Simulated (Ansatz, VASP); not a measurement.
## One calculation of Ta, two programs

```
Ta
1.0
    -1.59402    1.59402    1.59402
     1.59402   -1.59402    1.59402
     1.59402    1.59402   -1.59402
Ta
1
Direct
  0.00000 0.00000 0.00000
```

Alike in both runs: task single point; functional PBEsol; k mesh 22 × 22 × 22; occupations gaussian, width 0.05 eV; no spin polarisation.

|  | VASP | Ansatz |
| --- | --- | --- |
| version | VASP 6.6.1 | Ansatz 0.2.0 |
| potentials or method | VASP PAW PBE potentials, release 64 (Ta_pv), cutoff 520 eV | scalar-relativistic, plane waves, PAW |
| valence electrons in the cell | 11 | 13 |

```tsv
	VASP	Ansatz	Ansatz less VASP
gap on the k mesh at the Fermi level (eV)	none	none	-
pressure (GPa)	21.3	20.9	-0.44
```

VASP's potentials were made for PBE, not for PBEsol. A gap of «none» marks a metal or a gap that the smearing closes. VASP's potentials hold 11 valence electrons a cell and Ansatz's 13, so a difference there can come from the potentials and not from the codes.

Spin-orbit coupling is off throughout.
